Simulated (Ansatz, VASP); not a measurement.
**Zn: VASP beside Ansatz**

```
CELL_PARAMETERS angstrom
2.78508 0.00000 0.00000
-1.39254 2.41195 0.00000
0.00000 0.00000 4.51182
ATOMIC_POSITIONS crystal
Zn 0.23333 0.61667 0.17500
Zn 0.76667 0.38333 0.82500
```

Change from the starting cell: shortest bond scaled by 0.7, LAPW.

Alike in both runs: task single point; functional LDA; k mesh 12 × 12 × 7; occupations fermi-dirac, width 0.05 eV; no spin polarisation.

|  | VASP | Ansatz |
| --- | --- | --- |
| version | VASP 6.6.1 | Ansatz 0.2.0 |
| potentials or method | VASP PAW LDA potentials, release 64 (Zn), cutoff 520 eV | all-electron LAPW, scalar-relativistic |

|  | VASP | Ansatz | Ansatz less VASP |
| --- | --- | --- | --- |
| pressure (GPa) | 20.8 | 19.6 | -1.27 |
| traceless stress, the component that is largest in VASP (GPa) | 25.10 | 24.50 | -0.596 |
| rms of the force components (eV/Å) | 4.248 | 4.135 | -0.1133 |

LDA's correlation is that of Perdew and Zunger in VASP and of Perdew and Wang (1992) in Ansatz. Atom by atom the forces differ by 0.113 eV/Å (rms over components). Ansatz ran all-electron here, and VASP with PAW potentials.
